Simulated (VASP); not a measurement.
# ScAl3 in VASP: a series of runs

Runs on ScAl3. Level: PBE. Tasks: single point.

Everything below comes from runs of VASP 6.6.1. Logs are shortened: lines on timing, memory, paths and dates and some standing lists are left out, and cuts for length are marked.

## (1) The cell of the first run

Symmetry: I4/mmm, No. 139, tetragonal system. The conventional cell has a = 4.026 Å, b = 4.026 Å, c = 8.846 Å, α = 90.00°, β = 90.00°, γ = 90.00°. Within 3.8 Å of Sc (site symmetry 4/mmm) lie 12 Al at 2.85 to 2.99 Å. Within 3.8 Å of Al (site symmetry 4/mmm) lie 4 Sc at 2.85 Å and 8 Al at 2.99 Å. Within 3.8 Å of Al (site symmetry -4m2) lie 8 Al at 2.85 to 2.99 Å and 4 Sc at 2.99 Å.

## (2) Single point, PBE

Contents of INCAR:

```
PREC = Accurate
ENCUT = 500
EDIFF = 1E-6
ISMEAR = -1
SIGMA = 0.05
LREAL = F
LASPH = T
NELM = 120
ALGO = Normal
ISIF = 2
LWAVE = F
LCHARG = F
GGA = PE
NBANDS = 18
GGA_COMPAT = F
```

Contents of KPOINTS:

```
regular mesh
0
Gamma
  9 9 9
```

Contents of POSCAR:

```
ScAl3
1.0
   -2.0127950000      2.0127950000      4.4231960000
    2.0127950000     -2.0127950000      4.4231960000
    2.0127950000      2.0127950000     -4.4231960000
Sc Al
1 3
Direct
    0.0000000000      0.0000000000      0.0000000000
    0.5000000000      0.5000000000      0.0000000000
    0.2500000000      0.7500000000      0.5000000000
    0.7500000000      0.2500000000      0.5000000000
```

Potentials or basis: VASP PAW PBE potentials, release 64 (Sc_sv, Al).

Command:

```sh
$ cat potpaw_PBE.64/Sc_sv/POTCAR potpaw_PBE.64/Al/POTCAR > POTCAR
$ mpirun -np 1 vasp_std > vasp.out
```

OUTCAR:

```text
PREC = Accurate
   ENCUT = 500
   EDIFF = 1E-6
   ISMEAR = -1
   LREAL = F
   LASPH = T
   NELM = 120
   ISIF = 2
   GGA = PE

 ion  position               nearest neighbor table
   1  0.000  0.000  0.000-   2 2.85   2 2.85   2 2.85   2 2.85   4 2.99   4 2.99   3 2.99   3 2.99
                             4 2.99   3 2.99   4 2.99   3 2.99
   2  0.500  0.500  0.000-   1 2.85   1 2.85   1 2.85   1 2.85   3 2.99   3 2.99   4 2.99   4 2.99
                             4 2.99   3 2.99   4 2.99   3 2.99
   3  0.250  0.750  0.500-   4 2.85   4 2.85   4 2.85   4 2.85   1 2.99   1 2.99   2 2.99   2 2.99
                             2 2.99   1 2.99   2 2.99   1 2.99
   4  0.750  0.250  0.500-   3 2.85   3 2.85   3 2.85   3 2.85   2 2.99   2 2.99   1 2.99   1 2.99
                             2 2.99   1 2.99   2 2.99   1 2.99

  LATTYP: Found a body centered tetragonal cell.
 ALAT       =     4.0255900000
 C/A-ratio  =     2.1975392427

  Lattice vectors:

 A1 = (  -2.0127950000,   2.0127950000,   4.4231960000)
 A2 = (   2.0127950000,  -2.0127950000,   4.4231960000)
 A3 = (   2.0127950000,   2.0127950000,  -4.4231960000)

Analysis of symmetry for initial positions (statically):
=====================================================================
 Subroutine PRICEL returns:
 Original cell was already a primitive cell.

 Routine SETGRP: Setting up the symmetry group for a
 body centered tetragonal supercell.

 Subroutine GETGRP returns: Found 16 space group operations
 (whereof 16 operations were pure point group operations)
 out of a pool of 16 trial point group operations.

The static configuration has the point symmetry D_4h.

Analysis of symmetry for dynamics (positions and initial velocities):
=====================================================================
 Subroutine PRICEL returns:
 Original cell was already a primitive cell.

 Routine SETGRP: Setting up the symmetry group for a
 body centered tetragonal supercell.

 Subroutine GETGRP returns: Found 16 space group operations
 (whereof 16 operations were pure point group operations)
 out of a pool of 16 trial point group operations.

The dynamic configuration has the point symmetry D_4h.

 Subroutine INISYM returns: Found 16 space group operations
 (whereof 16 operations are pure point group operations),
 and found     1 'primitive' translations

----------------------------------------------------------------------------------------

                                     Primitive cell

  volume of cell :      71.6795

  direct lattice vectors                    reciprocal lattice vectors
    -2.012795000  2.012795000  4.423196000     0.000000000  0.248410792  0.113040435
     2.012795000 -2.012795000  4.423196000     0.248410792  0.000000000  0.113040435
     2.012795000  2.012795000 -4.423196000     0.248410792  0.248410792  0.000000000

  length of vectors
     5.259976262  5.259976262  5.259976262     0.272921347  0.272921347  0.351305911

  position of ions in fractional coordinates (direct lattice)
     0.000000000  0.000000000  0.000000000
     0.500000000  0.500000000  0.000000000
     0.250000000  0.750000000  0.500000000
     0.750000000  0.250000000  0.500000000

  ion indices of the primitive-cell ions
   primitive index   ion index
                 1           1
                 2           2
                 3           3
                 4           4

----------------------------------------------------------------------------------------

 KPOINTS: regular mesh

Automatic generation of k-mesh.
 Grid dimensions read from file:
 generate k-points for:    9    9    9

 Generating k-lattice:

  Cartesian coordinates                     Fractional coordinates (reciprocal lattice)
     0.000000000  0.027601199  0.012560048     0.111111111  0.000000000 -0.000000000
     0.027601199  0.000000000  0.012560048     0.000000000  0.111111111 -0.000000000
     0.027601199  0.027601199  0.000000000     0.000000000  0.000000000  0.111111111

  Length of vectors
     0.030324594  0.030324594  0.039033990

  Shift w.r.t. Gamma in fractional coordinates (k-lattice)
     0.000000000  0.000000000  0.000000000

 Subroutine IBZKPT returns following result:
 ===========================================

 Found     75 irreducible k-points:

 Following reciprocal coordinates:
            Coordinates               Weight
  0.000000  0.000000  0.000000      1.000000
  0.111111  0.000000 -0.000000      8.000000
  0.222222  0.000000  0.000000      8.000000
  0.333333  0.000000  0.000000      8.000000
  0.444444  0.000000  0.000000      8.000000
  0.111111  0.111111 -0.000000      8.000000
[... 16 lines left out ...]
 -0.333333  0.333333  0.000000      4.000000
  0.444444  0.444444  0.000000      8.000000
 [... further k-points ...]
   k-points           NKPTS =     75   k-points in BZ     NKDIM =     75   number of bands    NBANDS=     18
   number of dos      NEDOS =    301   number of ions     NIONS =      4
   total plane-waves  NPLWV =  64000
   dimension x,y,z NGX =    40 NGY =   40 NGZ =   40
   dimension x,y,z NGXF=    80 NGYF=   80 NGZF=   80
   ions per type =               1   3
   NGX,Y,Z   is equivalent  to a cutoff of  12.64, 12.64, 12.64 a.u.
   NGXF,Y,Z  is equivalent  to a cutoff of  25.28, 25.28, 25.28 a.u.
 SYSTEM =  unknown system
   PREC   = accura    normal or accurate (medium, high low for compatibility)
   ISTART =      0    job   : 0-new  1-cont  2-samecut
   ICHARG =      2    charge: 1-file 2-atom 10-const
   ISPIN  =      1    spin polarized calculation?
   LNONCOLLINEAR =      F non collinear calculations
   LSORBIT =      F    spin-orbit coupling
   LASPH  =      T    aspherical Exc in radial PAW
   ENCUT  =  500.0 eV  36.75 Ry    6.06 a.u.   9.59  9.59  9.59*2*pi/ulx,y,z
   NELM   =    120;   NELMIN=  2; NELMDL= -5     # of ELM steps
   EDIFF  = 0.1E-05   stopping-criterion for ELM
   LREAL  =      F    real-space projection
   EDIFFG = 0.1E-04   stopping-criterion for IOM
   NSW    =      0    number of steps for IOM
   IBRION =     -1    ionic relax: 0-MD 1-quasi-New 2-CG
   NFREE  =      0    steps in history (QN), initial steepest desc. (CG)
   ISIF   =      2    stress and relaxation
   ISYM   =      2    0-nonsym 1-usesym 2-fastsym
   POTIM  = 0.5000    time-step for ionic-motion
   TEBEG  =    0.0;   TEEND  =   0.0 temperature during run
   PSTRESS=    0.0 pullay stress
   NELECT =      20.0000    total number of electrons
   NUPDOWN=      -1.0000    fix difference up-down
   EMIN   =  10.00;   EMAX   =-10.00  energy-range for DOS
   EFERMI =   0.00;   METHOD = LEGACY
   ISMEAR =    -1;   SIGMA  =   0.05  broadening in eV -4-tet -1-fermi 0-gaus
   EFERMI_NEDOS =   21; number of points for ismear=-14 and -15
   IALGO  =     38    algorithm
   IMIX   =      4    mixing-type and parameters
     AMIX     =   0.40;   BMIX     =  1.00
     AMIX_MAG =   1.60;   BMIX_MAG =  1.00
  volume/ion in A,a.u.               =      17.92       120.93
  Fermi-wavevector in a.u.,A,eV,Ry     =   1.069760  2.021554 15.570327  1.144387
  Thomas-Fermi vector in A             =   2.205449
   LORBIT       =      0    0 simple, 1 ext, 2 COOP (PROOUT), +10 PAW based schemes
   GGA     = PE    functional components
   LHFCALC =     F    Hartree Fock is set to
   AEXX    =    0.0000 exact exchange contribution
   IVDW    =     0    specifies the selected vdW correction
   LEPSILON=     F    determine dielectric tensor
   LRPA    =     F    only Hartree local field effects (RPA)
 non-spin polarized calculation
  energy-cutoff  :      500.00
  volume of cell :       71.68
 maximum number of plane-waves:      1848
   NGX = 19   NGY = 19   NGZ = 19

 number of electron      19.9999999 magnetization

 Free energy of the ion-electron system (eV)
  ---------------------------------------------------
  ext. energy  EPLUGINS =         0.00000000
  ---------------------------------------------------
  free energy    TOTEN  =       -18.94857446 eV

  energy without entropy =      -18.93186627  energy(sigma->0) =      -18.94022037

 E-fermi :   6.4731     XC(G=0): -10.2360

 val. band max:        6.4720786136   @ k =   0.3333   0.3333   0.0000
 cond. band min:       6.4750463273   @ k =   0.3333   0.0000   0.0000
 fundamental gap:      0.0029677137
 Fermi energy:         6.4731101124

 k-point     1 :       0.0000    0.0000    0.0000
  band No.  band energies     occupation
      1     -42.4095      2.00000
      2     -21.0988      2.00000
      3     -21.0859      2.00000
      4     -21.0859      2.00000
      5      -2.9216      2.00000
      6       3.9253      2.00000
[... 10 lines left out ...]
     17      10.9352      0.00000
     18      11.0301      0.00000

 k-point     2 :       0.1111    0.0000   -0.0000
  band No.  band energies     occupation
      1     -42.4093      2.00000
      2     -21.0986      2.00000
      3     -21.0899      2.00000
      4     -21.0856      2.00000
      5      -2.7803      2.00000
      6       3.4390      2.00000
[... 10 lines left out ...]
     17      11.0191      0.00000
     18      11.3011      0.00000

 k-point     3 :       0.2222    0.0000    0.0000
  band No.  band energies     occupation
      1     -42.4088      2.00000
      2     -21.1003      2.00000
      3     -21.0982      2.00000
      4     -21.0849      2.00000
      5      -2.3621      2.00000
      6       2.7235      2.00000
[... 10 lines left out ...]
     17      11.0132      0.00000
     18      11.6091      0.00000

 k-point     4 :       0.3333    0.0000    0.0000
  band No.  band energies     occupation
      1     -42.4083      2.00000
      2     -21.1117      2.00000
      3     -21.0979      2.00000
      4     -21.0840      2.00000
      5      -1.6846      2.00000
      6       1.5933      2.00000
[... 10 lines left out ...]
     17      11.5100      0.00000
     18      11.9269      0.00000

 k-point     5 :       0.4444    0.0000    0.0000
  band No.  band energies     occupation
      1     -42.4080      2.00000
      2     -21.1192      2.00000
      3     -21.0976      2.00000
      4     -21.0835      2.00000
      5      -0.7883      2.00000
      6       0.3842      2.00000
[... 10 lines left out ...]
     17      11.3881      0.00000
     18      11.7294      0.00000

 k-point     6 :       0.1111    0.1111   -0.0000
  band No.  band energies     occupation
      1     -42.4091      2.00000
      2     -21.0988      2.00000
      3     -21.0899      2.00000
      4     -21.0893      2.00000
      5      -2.5929      2.00000
      6       2.8884      2.00000
[... 10 lines left out ...]
     17      11.1078      0.00000
     18      11.2797      0.00000

 k-point     7 :       0.2222    0.1111    0.0000
  band No.  band energies     occupation
      1     -42.4086      2.00000
      2     -21.1000      2.00000
      3     -21.0982      2.00000
      4     -21.0888      2.00000
      5      -2.1338      2.00000
      6       2.3763      2.00000
[... 10 lines left out ...]
     17      11.2020      0.00000
     18      11.7317      0.00000

 k-point     8 :       0.3333    0.1111   -0.0000
  band No.  band energies     occupation
      1     -42.4081      2.00000
      2     -21.1112      2.00000
      3     -21.0979      2.00000
      4     -21.0878      2.00000
      5      -1.4236      2.00000
      6       1.4619      2.00000
[... 10 lines left out ...]
     17      11.3904      0.00000
     18      12.0230      0.00000
[... 229 lines left out ...]
     17      10.9436      0.00000
     18      12.0154      0.00000

 k-point    20 :       0.3333    0.3333    0.0000
  band No.  band energies     occupation
      1     -42.4072      2.00000
      2     -21.1086      2.00000
      3     -21.1082      2.00000
      4     -21.0962      2.00000
      5      -0.1990      2.00000
      6       1.5489      2.00000
[... 10 lines left out ...]
     17      11.7648      0.00000
     18      12.9472      0.00000

 k-point    21 :       0.4444    0.3333   -0.0000
  band No.  band energies     occupation
      1     -42.4069      2.00000
      2     -21.1155      2.00000
      3     -21.1074      2.00000
      4     -21.0953      2.00000
      5       0.5160      2.00000
      6       0.9975      2.00000
[... 10 lines left out ...]
     17      11.2308      0.00000
     18      12.4006      0.00000

 k-point    22 :      -0.4444    0.3333    0.0000
  band No.  band energies     occupation
      1     -42.4069      2.00000
      2     -21.1156      2.00000
      3     -21.1074      2.00000
      4     -21.0949      2.00000
      5      -0.1824      2.00000
      6       1.8229      2.00000
[... 10 lines left out ...]
     17      10.6529      0.00000
     18      12.6804      0.00000

 k-point    23 :      -0.3333    0.3333    0.0000
  band No.  band energies     occupation
      1     -42.4072      2.00000
      2     -21.1093      2.00000
      3     -21.1074      2.00000
      4     -21.0953      2.00000
      5      -0.9139      2.00000
      6       2.6871      2.00000
[... 10 lines left out ...]
     17      10.5434      0.00000
     18      13.3248      0.00000

 k-point    24 :       0.4444    0.4444    0.0000
  band No.  band energies     occupation
      1     -42.4066      2.00000
      2     -21.1150      2.00000
      3     -21.1139      2.00000
      4     -21.0944      2.00000
      5       0.9741      2.00000
      6       1.6484      2.00000
[... 10 lines left out ...]
     17      10.7076      0.00000
     18      12.7287      0.00000

 [... further k-points ...]

------------------------ aborting loop because EDIFF is reached ----------------------------------------

  FORCE on cell =-STRESS in cart. coord.  units (eV):
  Direction    XX          YY          ZZ          XY          YZ          ZX
  --------------------------------------------------------------------------------------
  -------------------------------------------------------------------------------------
  Total       -0.1398812     -0.1398812     -0.1973063      0.0000000     -0.0000000      0.0000000
  in kB       -3.1266165     -3.1266165     -4.4101793      0.0000000     -0.0000000      0.0000000
  external PRESSURE =      -3.5544707 kB  Pullay stress =       0.0000000 kB

 VOLUME and BASIS-vectors are now :
 -----------------------------------------------------------------------------
  energy-cutoff  :      500.00
  volume of cell :       71.68
      direct lattice vectors                 reciprocal lattice vectors
    -2.012795000  2.012795000  4.423196000     0.000000000  0.248410792  0.113040435
     2.012795000 -2.012795000  4.423196000     0.248410792  0.000000000  0.113040435
     2.012795000  2.012795000 -4.423196000     0.248410792  0.248410792  0.000000000

 POSITION                                       TOTAL-FORCE (eV/Angst)
 -----------------------------------------------------------------------------------
      0.00000      0.00000      0.00000        -0.000000      0.000000     -0.000000
      0.00000      0.00000      4.42320        -0.000000      0.000000     -0.000000
      2.01279      0.00000      2.21160        -0.000000     -0.000000      0.000000
      0.00000      2.01279      2.21160         0.000000      0.000000      0.000000
 -----------------------------------------------------------------------------------
    total drift:                               -0.000000     -0.000000     -0.000000

  FREE ENERGIE OF THE ION-ELECTRON SYSTEM (eV)
  ---------------------------------------------------
  free  energy   TOTEN  =       -18.9485744613 eV

  energy  without entropy=      -18.9318662744  energy(sigma->0) =      -18.94022037
```

It took 49 s on 1 thread of Intel Xeon 6975P-C (Granite Rapids), shared host; peak memory 0.28 GiB.

Results:

```
Free energy            : -18.9486 eV
Pressure               : -0.4 GPa
Band gap on the k mesh : zero (bands 10 and 11 overlap by 1.83 eV)
```

Levels at points of the mesh, in eV from the Fermi level:
| k point | band 7 | band 8 | band 9 | band 10 | band 11 | band 12 | band 13 | band 14 |
| --- | --- | --- | --- | --- | --- | --- | --- | --- |
| (0.00, 0.00, 0.00) | -2.24 | -1.00 | -1.00 | -0.87 | 1.43 | 1.59 | 1.59 | 1.73 |

[end of part 1 of 3]
